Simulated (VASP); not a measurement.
# Ga27P26 (a cell with a defect) in VASP: single point with PBE

Aim: the single point of Ga27P26 (a cell with a defect) with PBE.

Everything below comes from runs of VASP 6.6.1. Logs are shortened: lines on timing, memory, paths and dates and some standing lists are left out, and cuts for length are marked.

## 1. The cell of the first run

The cell holds a defect, 53 atoms: a = 11.562 Å, b = 11.562 Å, c = 11.562 Å, α = 60.00°, β = 60.00°, γ = 60.00°.

## 2. Single point, PBE, collinear spin

The input, INCAR:

```
SYSTEM = Ga27P26
PREC = Accurate ; ENCUT = 400
EDIFF = 1E-6 ; ISMEAR = 0
SIGMA = 0.05 ; LREAL = Auto
LASPH = .TRUE. ; NELM = 200
ALGO = Normal ; ISIF = 2
LWAVE = .FALSE. ; LCHARG = .FALSE.
ISPIN = 2 ; MAGMOM = 0.05 0.05 0 0.2 0 0 0 0 0 0.2 0 0 0 0 0 0 0 0 0 0 0 0 0 0 0 0 0 0 0 0 0 0 0 0 0 0 0 0 0 0 0 0 0 0 0 0 0 0 0 0 0 0 0
LORBIT = 11 ; GGA = PE
NBANDS = 276 ; NELECT = 479.0
GGA_COMPAT = .FALSE.
```

The input, KPOINTS:

```
Automatic mesh
0
G
  1 1 1
  0 0 0
```

The input, POSCAR:

```
Ga27P26
1.0
    0.0000000000      8.1757500000      8.1757500000
    8.1757500000      0.0000000000      8.1757500000
    8.1757500000      8.1757500000      0.0000000000
Ga P
27 26
Direct
   -0.0013075946      0.0151194860     -0.0017012238
    0.0158789550     -0.0008479241      0.3195514800
   -0.0003666377     -0.0000727955      0.6665638674
   -0.0019185975      0.3232912753     -0.0020255675
    0.0009946426      0.3332547870      0.3300704288
   -0.0008509317      0.3371999834      0.6596109386
    0.0001136965      0.6667185902      0.0000657348
    0.0009661823      0.6694254911      0.3297019101
   -0.0003862357      0.6673132585      0.6666296016
    0.3219157586     -0.0015587711      0.0146364633
    0.3370629435     -0.0006537560      0.3372731569
    0.3329569520      0.0013170712      0.6689478990
    0.3299518475      0.3334603608      0.0007260217
    0.3334595312      0.3335018518      0.3331791677
    0.3331536287      0.3300351034      0.6690832176
    0.3296223966      0.6694609029      0.0006634534
    0.3369656115      0.6600984565      0.3372664130
    0.3338105584      0.6660569353      0.6675045102
    0.6667514734     -0.0001397549     -0.0005050243
    0.6693886012      0.0012624778      0.3329371040
    0.6663704802      0.0004309419      0.6661118247
    0.6600070449      0.3371165290     -0.0011598565
    0.6693736274      0.3297155061      0.3332683897
    0.6658532054      0.3340739717      0.6657522460
    0.6668136515      0.6673670616     -0.0005456798
    0.6675881945      0.6659926276      0.3338836881
    0.6657826257      0.6677671225      0.6656657916
    0.0882470502      0.0837169586      0.4148397560
    0.0833006527      0.0882325071      0.7462636843
    0.0799912862      0.4120985529      0.0800784233
    0.0837612762      0.4201432298      0.4097681892
    0.0833128027      0.4153291043      0.7465305019
    0.0797819913      0.7614120950      0.0797804946
    0.0880238066      0.7469527495      0.4148795614
    0.0833898033      0.7500406198      0.7499501613
    0.4146663631      0.0836762034      0.0881744742
    0.4200966156      0.0838481768      0.4195874938
    0.4117421952      0.0801113483      0.7613049987
    0.4101499613      0.4200526833      0.0833960666
    0.4199810315      0.4102433633      0.4196444513
    0.4157495703      0.4159399008      0.7506952375
    0.4146917646      0.7469827454      0.0880409285
    0.4179476818      0.7488674210      0.4179095933
    0.4156554705      0.7511517798      0.7506278055
    0.7466401898      0.0880313655      0.0831052640
    0.7616811175      0.0798945778      0.4118887216
    0.7497398439      0.0837199286      0.7496824939
    0.7466351781      0.4153835241      0.0832831835
    0.7508931977      0.4158700757      0.4157004928
    0.7487012340      0.4181186120      0.7484772402
    0.7499622422      0.7500038330      0.0834320905
    0.7508525570      0.7510942703      0.4155916218
    0.7497431086      0.7501609007      0.7496902149
```

Potentials or basis: VASP PAW PBE potentials, release 64 (Ga_d, P).

Launch:

```
$ cat potpaw_PBE.64/Ga_d/POTCAR potpaw_PBE.64/P/POTCAR > POTCAR
$ mpirun -np 1 vasp_gam > vasp.out
```

OUTCAR:

```text
SYSTEM = Ga27P26
   PREC = Accurate
   ENCUT = 400
   EDIFF = 1E-6
   ISMEAR = 0
   LREAL = Auto
   LASPH = .TRUE.
   NELM = 200
   ISIF = 2
   ISPIN = 2
   LORBIT = 11
   GGA = PE
   NELECT = 479.0

 ion  position               nearest neighbor table
   1  0.999  0.015  0.998-  29 2.38  45 2.38  33 2.40
   2  0.016  0.999  0.320-  34 2.38  28 2.38  46 2.40
   3  1.000  1.000  0.667-  35 2.36  47 2.36  29 2.38  28 2.38
   4  0.998  0.323  0.998-  32 2.38  48 2.38  30 2.39
   5  0.001  0.333  0.330-  31 2.35  28 2.36  49 2.36  30 2.36
   6  0.999  0.337  0.660-  29 2.35  32 2.35  31 2.36  50 2.36
   7  0.000  0.667  0.000-  35 2.36  51 2.36  33 2.40  30 2.41
   8  0.001  0.669  0.330-  31 2.35  34 2.36  33 2.36  52 2.36
   9  1.000  0.667  0.667-  35 2.36  53 2.36  34 2.38  32 2.38
  10  0.322  0.998  0.015-  42 2.38  36 2.38  38 2.39
  11  0.337  0.999  0.337-  28 2.35  36 2.35  37 2.36  43 2.37
  12  0.333  0.001  0.669-  37 2.35  29 2.36  38 2.36  44 2.36
  13  0.330  0.333  0.001-  39 2.36  36 2.36  41 2.36  30 2.36
  14  0.333  0.334  0.333-  37 2.36  31 2.36  40 2.36  39 2.36
  15  0.333  0.330  0.669-  40 2.36  32 2.36  38 2.36  41 2.36
  16  0.330  0.669  0.001-  39 2.35  33 2.36  42 2.36  44 2.36
[... 35 lines left out ...]
  52  0.751  0.751  0.416-  26 2.36  27 2.36   8 2.36  20 2.36
  53  0.750  0.750  0.750-  25 2.36   9 2.36  21 2.36  27 2.36

  LATTYP: Found a face centered cubic cell.
 ALAT       =    16.3515000000

  Lattice vectors:

 A1 = (   0.0000000000,   8.1757500000,   8.1757500000)
 A2 = (   8.1757500000,   0.0000000000,   8.1757500000)
 A3 = (   8.1757500000,   8.1757500000,   0.0000000000)

Analysis of symmetry for initial positions (statically):
=====================================================================
 Subroutine PRICEL returns:
 Original cell was already a primitive cell.

 Routine SETGRP: Setting up the symmetry group for a
 face centered cubic supercell.

 Subroutine GETGRP returns: Found  1 space group operations
 (whereof  1 operations were pure point group operations)
 out of a pool of 48 trial point group operations.

The static configuration has the point symmetry C_1 .

Analysis of symmetry for dynamics (positions and initial velocities):
=====================================================================
 Subroutine PRICEL returns:
 Original cell was already a primitive cell.

 Routine SETGRP: Setting up the symmetry group for a
 face centered cubic supercell.

 Subroutine GETGRP returns: Found  1 space group operations
 (whereof  1 operations were pure point group operations)
 out of a pool of 48 trial point group operations.

The dynamic configuration has the point symmetry C_1 .

[... 237 lines left out ...]
  free energy    TOTEN  =      -236.14009075 eV

  energy without entropy =     -236.08756830  energy(sigma->0) =     -236.11382952

 E-fermi :   4.4898     XC(G=0):  -9.6777

 val. band max:        4.4589660167   @ k =   0.0000   0.0000   0.0000
 cond. band min:       5.8951931339   @ k =   0.0000   0.0000   0.0000
 fundamental gap:      1.4362271172
 Fermi energy:         4.4898361382

 spin component 1

 k-point     1 :       0.0000    0.0000    0.0000
  band No.  band energies     occupation
      1     -10.3338      1.00000
      2     -10.3309      1.00000
      3     -10.3279      1.00000
      4     -10.3247      1.00000
      5     -10.3223      1.00000
      6     -10.3136      1.00000
[... 243 lines left out ...]
    250       6.4546      0.00000
    251       6.4996      0.00000
 Fermi energy:         4.4898361382

 spin component 2

 k-point     1 :       0.0000    0.0000    0.0000
  band No.  band energies     occupation
      1     -10.3338      1.00000
      2     -10.3309      1.00000
      3     -10.3279      1.00000
      4     -10.3247      1.00000
      5     -10.3223      1.00000
      6     -10.3136      1.00000
[... 243 lines left out ...]
    250       6.4546      0.00000
    251       6.4996      0.00000
 [bands above 251 left out]

------------------------ aborting loop because EDIFF is reached ----------------------------------------

  FORCE on cell =-STRESS in cart. coord.  units (eV):
  Direction    XX          YY          ZZ          XY          YZ          ZX
  --------------------------------------------------------------------------------------
  -------------------------------------------------------------------------------------
  Total       -1.1248583      0.9375185     -1.1430269     -0.0673883      0.0019168      0.0761978
  in kB       -1.6489049      1.3742876     -1.6755378     -0.0987830      0.0028098      0.1116966
  external PRESSURE =      -0.6500517 kB  Pullay stress =       0.0000000 kB

 VOLUME and BASIS-vectors are now :
 -----------------------------------------------------------------------------
  energy-cutoff  :      400.00
  volume of cell :     1092.98
      direct lattice vectors                 reciprocal lattice vectors
     0.000000000  8.175750000  8.175750000    -0.061156469  0.061156469  0.061156469
     8.175750000  0.000000000  8.175750000     0.061156469 -0.061156469  0.061156469
     8.175750000  8.175750000  0.000000000     0.061156469  0.061156469 -0.061156469

 POSITION                                       TOTAL-FORCE (eV/Angst)
 -----------------------------------------------------------------------------------
      8.28545     16.32690      8.28867        -0.292041     -0.155685     -0.305235
     10.78139      2.74240      8.29864         0.307511      0.150998     -0.316506
     13.62481     13.62241     16.34791        -0.003381     -0.002756     -0.190904
     10.80234     16.31925     10.80321         0.271854     -0.149169      0.261028
      5.42318      2.70671      2.73274         0.057117     -0.037039      0.010852
      8.14968     13.56161     10.92566         0.008935     -0.082539      0.011213
[... 45 lines left out ...]
      9.53853      9.53656     12.27954        -0.000572      0.001403      0.010409
     12.26241     12.25899     12.26284        -0.005490     -0.030069      0.000251
 -----------------------------------------------------------------------------------
    total drift:                                0.003589      0.001507      0.003788

  FREE ENERGIE OF THE ION-ELECTRON SYSTEM (eV)
  ---------------------------------------------------
  free  energy   TOTEN  =      -236.1400907494 eV

  energy  without entropy=     -236.0875682991  energy(sigma->0) =     -236.11382952

 total charge

# of ion       s       p       d       tot
------------------------------------------
    1        0.880   0.695   9.981  11.556
    2        0.880   0.693   9.980  11.553
    3        0.837   0.839  10.010  11.686
    4        0.879   0.703   9.982  11.564
    5        0.825   0.867  10.013  11.705
    6        0.825   0.869  10.014  11.708
[... 45 lines left out ...]
   52        0.991   1.564   0.000   2.555
   53        0.992   1.564   0.000   2.556
--------------------------------------------------
tot         48.463  62.866 270.204 381.533

 magnetization (x)

# of ion       s       p       d       tot
------------------------------------------
    1       -0.000  -0.000  -0.000  -0.000
    2       -0.000  -0.000  -0.000  -0.000
    3        0.000   0.000  -0.000   0.000
    4       -0.000   0.000  -0.000  -0.000
    5        0.000  -0.000  -0.000  -0.000
    6        0.000  -0.000  -0.000  -0.000
[... 45 lines left out ...]
   52       -0.000  -0.000   0.000  -0.000
   53       -0.000  -0.000   0.000  -0.000
--------------------------------------------------
tot          0.000  -0.000  -0.000  -0.000
```

It took 23 min on 1 thread of Oxide Virtual Turin-like, shared host; peak memory 1.4 GiB.

What came out:

```
Free energy                                           : -236.1401 eV
Largest force                                         : 0.466 eV/Å
Net moment                                            : 0.00 μB per cell
Valence electrons inside the program's atomic spheres : Ga 11.56, 11.55, 11.69, 11.71, 11.66, 11.70, 11.68 (each value once); P 2.54, 2.56, 2.53 (each value once)
```

Forces in eV/Å, atoms in the order of the input:
```
Ga  -0.292 -0.156 -0.305
Ga   0.308  0.151 -0.317
Ga  -0.003 -0.003 -0.191
Ga   0.272 -0.149  0.261
Ga   0.057 -0.037  0.011
Ga   0.009 -0.083  0.011
Ga  -0.009 -0.168 -0.015
Ga   0.001 -0.025 -0.053
Ga   0.172  0.000 -0.005
Ga  -0.282  0.137  0.277
Ga  -0.006  0.087  0.015
Ga  -0.061  0.034  0.005
Ga   0.007 -0.020  0.049
Ga  -0.001 -0.005  0.007
Ga  -0.001  0.022  0.053
Ga  -0.047 -0.007  0.004
Ga  -0.019  0.074  0.001
Ga   0.016 -0.017 -0.020
Ga  -0.169 -0.006 -0.014
Ga  -0.004  0.025 -0.056
Ga   0.004  0.174 -0.009
Ga   0.019 -0.070  0.002
Ga   0.049  0.012  0.007
Ga  -0.016  0.014 -0.019
Ga   0.005 -0.003  0.145
Ga  -0.020 -0.021  0.016
Ga   0.019  0.017  0.015
P   -0.131 -0.147 -0.072
P    0.136  0.156 -0.043
P    0.011  0.052  0.018
P    0.045  0.045 -0.056
P    0.036  0.130 -0.105
P    0.023  0.054  0.026
P    0.056 -0.147  0.133
P   -0.015  0.021  0.017
P   -0.061 -0.119 -0.095
P   -0.041 -0.044 -0.055
P    0.002 -0.054  0.005
P   -0.050  0.036  0.041
P    0.049 -0.035  0.037
P    0.001  0.000 -0.006
P    0.098 -0.117  0.050
P    0.003  0.010  0.004
P    0.007 -0.001  0.003
P   -0.033  0.156  0.142
P   -0.029 -0.055  0.033
P    0.004 -0.028  0.008
P   -0.114  0.130  0.030
P   -0.007  0.003  0.005
P   -0.003 -0.015  0.004
P    0.014  0.022 -0.010
P   -0.001  0.001  0.010
P   -0.005 -0.030  0.000
```

Caveat: the k points lie up to 0.67 Å⁻¹ apart; the cell carries a net charge on a neutralising background, which shifts energy and pressure; the cell is charged against a uniform background, so pressure and absolute levels hang on convention.
